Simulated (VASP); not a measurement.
# Ta (P6_3/mmc) in VASP: single point with BLYP+D3(BJ)

Aim: the single point of Ta with BLYP+D3(BJ).

All numbers are computed with VASP 6.6.1; they aren't measurements. Logs are shortened: lines on timing, memory, paths and dates and some standing lists are left out, and cuts for length are marked.

## 1. The cell of the first run

Symmetry: P6_3/mmc, No. 194, hexagonal system. The conventional cell has a = 2.855 Å, b = 2.855 Å, c = 5.084 Å, α = 90.00°, β = 90.00°, γ = 120.00°. Ta (site symmetry -6m2) has 12 Ta at 2.86 to 3.03 Å within 3.8 Å.

This isn't the form of Ta at room conditions, which is bcc.

## 2. Single point, BLYP+D3(BJ)

The input, INCAR:

```
SYSTEM = Ta
PREC = Accurate
ENCUT = 500
EDIFF = 1E-6
ISMEAR = -1
SIGMA = 0.1
LREAL = .FALSE.
LASPH = .TRUE.
NELM = 120
ALGO = Normal
ISIF = 2
LWAVE = .FALSE.
LCHARG = .FALSE.
GGA = B5
ALDAX = 1.0
AGGAX = 1.0
AGGAC = 1.0
ALDAC = 0.0
IVDW = 12
VDW_S6 = 1.0
VDW_S8 = 2.6996
VDW_A1 = 0.4298
VDW_A2 = 4.2359
NBANDS = 20
GGA_COMPAT = .FALSE.
```

The input, KPOINTS:

```
regular mesh
0
G
  13 13 7
  0 0 0
```

The input, POSCAR:

```
Ta
1.0
    2.8551651658      0.0000000000      0.0000000000
   -1.4275825829      2.4726455656      0.0000000000
    0.0000000000      0.0000000000      5.0841709020
Ta
2
Direct
    0.6666666667      0.3333333333      0.7500000000
    0.3333333333      0.6666666667      0.2500000000
```

Potentials or basis: VASP PAW PBE potentials, release 64 (Ta_sv_GW).

Launch:

```bash
cat potpaw_PBE.64/Ta_sv_GW/POTCAR > POTCAR
mpirun -np 1 vasp_std > vasp.out
```

OUTCAR:

```text
SYSTEM = Ta
   PREC = Accurate
   ENCUT = 500
   EDIFF = 1E-6
   ISMEAR = -1
   LREAL = .FALSE.
   LASPH = .TRUE.
   NELM = 120
   ISIF = 2
   GGA = B5
   IVDW = 12
 IVDW          = 12

 ion  position               nearest neighbor table
   1  0.667  0.333  0.750-   2 3.03   2 3.03   2 3.03   2 3.03   2 3.03   2 3.03
   2  0.333  0.667  0.250-   1 3.03   1 3.03   1 3.03   1 3.03   1 3.03   1 3.03

  LATTYP: Found a hexagonal cell.
 ALAT       =     2.8551651658
 C/A-ratio  =     1.7806923967

  Lattice vectors:

 A1 = (   2.8551651658,   0.0000000000,   0.0000000000)
 A2 = (  -1.4275825829,   2.4726455656,   0.0000000000)
 A3 = (   0.0000000000,   0.0000000000,   5.0841709020)

Analysis of symmetry for initial positions (statically):
=====================================================================
 Subroutine PRICEL returns:
 Original cell was already a primitive cell.

 Routine SETGRP: Setting up the symmetry group for a
 hexagonal supercell.

 Subroutine GETGRP returns: Found 24 space group operations
 (whereof 12 operations were pure point group operations)
 out of a pool of 24 trial point group operations.

The static configuration has the point symmetry D_3d.
 The point group associated with its full space group is D_6h.

Analysis of symmetry for dynamics (positions and initial velocities):
=====================================================================
 Subroutine PRICEL returns:
 Original cell was already a primitive cell.

 Routine SETGRP: Setting up the symmetry group for a
 hexagonal supercell.

 Subroutine GETGRP returns: Found 24 space group operations
 (whereof 12 operations were pure point group operations)
 out of a pool of 24 trial point group operations.

The dynamic configuration has the point symmetry D_3d.
 The point group associated with its full space group is D_6h.

 Subroutine INISYM returns: Found 24 space group operations
 (whereof 12 operations are pure point group operations),
 and found     1 'primitive' translations

----------------------------------------------------------------------------------------

                                     Primitive cell

  volume of cell :      35.8933

  direct lattice vectors                    reciprocal lattice vectors
     2.855165166  0.000000000  0.000000000     0.350242435  0.202212564  0.000000000
    -1.427582583  2.472645566  0.000000000     0.000000000  0.404425128  0.000000000
     0.000000000  0.000000000  5.084170902     0.000000000  0.000000000  0.196688904

  length of vectors
     2.855165166  2.855165166  5.084170902     0.404425128  0.404425128  0.196688904

  position of ions in fractional coordinates (direct lattice)
     0.666666667  0.333333333  0.750000000
     0.333333333  0.666666667  0.250000000

  ion indices of the primitive-cell ions
   primitive index   ion index
                 1           1
                 2           2

----------------------------------------------------------------------------------------

 KPOINTS: regular mesh

Automatic generation of k-mesh.
 Grid dimensions read from file:
 generate k-points for:   13   13    7

 Generating k-lattice:

  Cartesian coordinates                     Fractional coordinates (reciprocal lattice)
     0.026941726  0.015554813  0.000000000     0.076923077  0.000000000  0.000000000
     0.000000000  0.031109625  0.000000000     0.000000000  0.076923077  0.000000000
     0.000000000  0.000000000  0.028098415     0.000000000  0.000000000  0.142857143

  Length of vectors
     0.031109625  0.031109625  0.028098415

  Shift w.r.t. Gamma in fractional coordinates (k-lattice)
     0.000000000  0.000000000  0.000000000

 Subroutine IBZKPT returns following result:
 ===========================================

 Found     84 irreducible k-points:

 Following reciprocal coordinates:
            Coordinates               Weight
  0.000000  0.000000  0.000000      1.000000
  0.076923  0.000000  0.000000      6.000000
  0.153846 -0.000000  0.000000      6.000000
  0.230769 -0.000000  0.000000      6.000000
  0.307692 -0.000000  0.000000      6.000000
  0.384615  0.000000  0.000000      6.000000
[... 16 lines left out ...]
  0.076923  0.000000  0.142857     12.000000
  0.153846 -0.000000  0.142857     12.000000
 [... further k-points ...]
   k-points           NKPTS =     84   k-points in BZ     NKDIM =     84   number of bands    NBANDS=     20
   number of dos      NEDOS =    301   number of ions     NIONS =      2
   total plane-waves  NPLWV =  23040
   dimension x,y,z NGX =    24 NGY =   24 NGZ =   40
   dimension x,y,z NGXF=    48 NGYF=   48 NGZF=   80
   ions per type =               2
   NGX,Y,Z   is equivalent  to a cutoff of  13.97, 13.97, 13.08 a.u.
   NGXF,Y,Z  is equivalent  to a cutoff of  27.95, 27.95, 26.16 a.u.
 SYSTEM =  Ta
   PREC   = accura    normal or accurate (medium, high low for compatibility)
   ISTART =      0    job   : 0-new  1-cont  2-samecut
   ICHARG =      2    charge: 1-file 2-atom 10-const
   ISPIN  =      1    spin polarized calculation?
   LNONCOLLINEAR =      F non collinear calculations
   LSORBIT =      F    spin-orbit coupling
   LASPH  =      T    aspherical Exc in radial PAW
   ENCUT  =  500.0 eV  36.75 Ry    6.06 a.u.   5.21  5.21  9.27*2*pi/ulx,y,z
   NELM   =    120;   NELMIN=  2; NELMDL= -5     # of ELM steps
   EDIFF  = 0.1E-05   stopping-criterion for ELM
   LREAL  =      F    real-space projection
[... 7 lines left out ...]
   TEBEG  =    0.0;   TEEND  =   0.0 temperature during run
   PSTRESS=    0.0 pullay stress
   NELECT =      26.0000    total number of electrons
   NUPDOWN=      -1.0000    fix difference up-down
   EMIN   =  10.00;   EMAX   =-10.00  energy-range for DOS
   EFERMI =   0.00;   METHOD = LEGACY
   ISMEAR =    -1;   SIGMA  =   0.10  broadening in eV -4-tet -1-fermi 0-gaus
   EFERMI_NEDOS =   21; number of points for ismear=-14 and -15
   IALGO  =     38    algorithm
   IMIX   =      4    mixing-type and parameters
     AMIX     =   0.40;   BMIX     =  1.00
     AMIX_MAG =   1.60;   BMIX_MAG =  1.00
  volume/ion in A,a.u.               =      17.95       121.11
  Fermi-wavevector in a.u.,A,eV,Ry     =   1.470262  2.778393 29.411329  2.161672
  Thomas-Fermi vector in A             =   2.585540
   LORBIT       =      0    0 simple, 1 ext, 2 COOP (PROOUT), +10 PAW based schemes
   GGA     = B5    functional components
   LHFCALC =     F    Hartree Fock is set to
   AEXX    =    0.0000 exact exchange contribution
   IVDW    =    12    specifies the selected vdW correction
   LEPSILON=     F    determine dielectric tensor
   LRPA    =     F    only Hartree local field effects (RPA)
 non-spin polarized calculation
  energy-cutoff  :      500.00
  volume of cell :       35.89
 maximum number of plane-waves:       924
 NGX is ok and might be reduce to    24
   NGX = 11   NGY = 11   NGZ = 19

 number of electron      25.9999997 magnetization

 Free energy of the ion-electron system (eV)
  ---------------------------------------------------
  ext. energy  EPLUGINS =         0.00000000
  ---------------------------------------------------
  free energy    TOTEN  =       -24.97333497 eV

  energy without entropy =      -24.89105083  energy(sigma->0) =      -24.93219290

 E-fermi :  11.5420     XC(G=0): -12.4196

 val. band max:       11.5388312847   @ k =   0.3077   0.0769   0.0000
 cond. band min:      11.5509717796   @ k =   0.2308   0.1538   0.1429
 fundamental gap:      0.0121404950
 Fermi energy:        11.5420429468

 k-point     1 :       0.0000    0.0000    0.0000
  band No.  band energies     occupation
      1     -55.7069      2.00000
      2     -55.6318      2.00000
      3     -22.9462      2.00000
      4     -21.9821      2.00000
      5     -21.8522      2.00000
      6     -21.8522      2.00000
[... 12 lines left out ...]
     19      16.8107      0.00000
     20      16.8107      0.00000

 k-point     2 :       0.0769    0.0000    0.0000
  band No.  band energies     occupation
      1     -55.7000      2.00000
      2     -55.6267      2.00000
      3     -22.9240      2.00000
      4     -21.9848      2.00000
      5     -21.9240      2.00000
      6     -21.8716      2.00000
[... 12 lines left out ...]
     19      16.9099      0.00000
     20      17.3627      0.00000

 k-point     3 :       0.1538   -0.0000    0.0000
  band No.  band energies     occupation
      1     -55.6804      2.00000
      2     -55.6128      2.00000
      3     -22.8604      2.00000
      4     -22.1223      2.00000
      5     -22.0283      2.00000
      6     -21.9933      2.00000
[... 12 lines left out ...]
     19      17.0903      0.00000
     20      18.5258      0.00000

 k-point     4 :       0.2308   -0.0000    0.0000
  band No.  band energies     occupation
      1     -55.6522      2.00000
      2     -55.5935      2.00000
      3     -22.7642      2.00000
      4     -22.3965      2.00000
      5     -22.2968      2.00000
      6     -22.0118      2.00000
[... 12 lines left out ...]
     19      17.2154      0.00000
     20      19.8305      0.00000

 k-point     5 :       0.3077   -0.0000    0.0000
  band No.  band energies     occupation
      1     -55.6213      2.00000
      2     -55.5739      2.00000
      3     -22.6802      2.00000
      4     -22.6492      2.00000
      5     -22.5685      2.00000
      6     -22.0707      2.00000
[... 12 lines left out ...]
     19      17.2595      0.00000
     20      19.7927      0.00000
[... 353 lines left out ...]
      6     -22.4621      2.00000
[... 12 lines left out ...]
     19      19.3003      0.00000
     20      19.4872      0.00000

 k-point    22 :       0.0000    0.0000    0.1429
  band No.  band energies     occupation
      1     -55.7032      2.00000
      2     -55.6356      2.00000
      3     -22.9015      2.00000
      4     -22.0330      2.00000
      5     -21.8476      2.00000
      6     -21.8476      2.00000
[... 12 lines left out ...]
     19      16.7851      0.00000
     20      16.7851      0.00000

 k-point    23 :       0.0769    0.0000    0.1429
  band No.  band energies     occupation
      1     -55.6963      2.00000
      2     -55.6304      2.00000
      3     -22.8808      2.00000
      4     -22.0380      2.00000
      5     -21.9185      2.00000
      6     -21.8666      2.00000
[... 12 lines left out ...]
     19      16.8623      0.00000
     20      17.1868      0.00000

 k-point    24 :       0.1538   -0.0000    0.1429
  band No.  band energies     occupation
      1     -55.6771      2.00000
      2     -55.6162      2.00000
      3     -22.8232      2.00000
      4     -22.1182      2.00000
      5     -22.0843      2.00000
      6     -21.9831      2.00000
[... 12 lines left out ...]
     19      16.9939      0.00000
     20      18.0109      0.00000

 [... further k-points ...]

------------------------ aborting loop because EDIFF is reached ----------------------------------------

 Edisp (eV)   -3.28966

 E8    (eV) :    -2.6195

  FORCE on cell =-STRESS in cart. coord.  units (eV):
  Direction    XX          YY          ZZ          XY          YZ          ZX
  --------------------------------------------------------------------------------------
  -------------------------------------------------------------------------------------
  Total      -0.13725    -0.13725    -0.06954     0.00000     0.00000     0.00000
  in kB      -6.12658    -6.12658    -3.10386     0.00000     0.00000     0.00000
  external pressure =       -5.12 kB  Pullay stress =        0.00 kB

 VOLUME and BASIS-vectors are now :
 -----------------------------------------------------------------------------
  energy-cutoff  :      500.00
  volume of cell :       35.89
      direct lattice vectors                 reciprocal lattice vectors
     2.855165166  0.000000000  0.000000000     0.350242435  0.202212564  0.000000000
    -1.427582583  2.472645566  0.000000000     0.000000000  0.404425128  0.000000000
     0.000000000  0.000000000  5.084170902     0.000000000  0.000000000  0.196688904

 POSITION                                       TOTAL-FORCE (eV/Angst)
 -----------------------------------------------------------------------------------
      1.42758      0.82422      3.81313         0.000000     -0.000000      0.000000
     -0.00000      1.64843      1.27104        -0.000000      0.000000      0.000000
 -----------------------------------------------------------------------------------
    total drift:                               -0.000000      0.000000     -0.000000

  FREE ENERGIE OF THE ION-ELECTRON SYSTEM (eV)
  ---------------------------------------------------
  free  energy   TOTEN  =       -28.2629967979 eV

  energy  without entropy=      -28.1807126603  energy(sigma->0) =      -28.22185473
```

It took 96 s on 1 thread of Intel Xeon Platinum 8488C (Sapphire Rapids), shared host; peak memory 0.2 GiB.

Results:

| Quantity | Value |
| --- | --- |
| Free energy | -28.2630 eV |
| Pressure | -0.5 GPa |
| Band gap on the k mesh | zero (bands 13 and 14 overlap by 1.91 eV) |
| Dispersion energy per atom | -1.645 eV |

Levels at points of the mesh, in eV from the Fermi level:
```tsv
k point	band 10	band 11	band 12	band 13	band 14	band 15	band 16	band 17
(0.00, 0.00, 0.00)	-5.00	-0.71	0.33	0.52	0.52	1.10	1.10	2.99
```

Caveat: the dispersion term is far too large for a dense solid, which distorts pressure and volume; the PAW data sets were made with another functional, which shifts forces and pressure a little; spin-orbit coupling is left out, which moves the levels of the heavy elements.
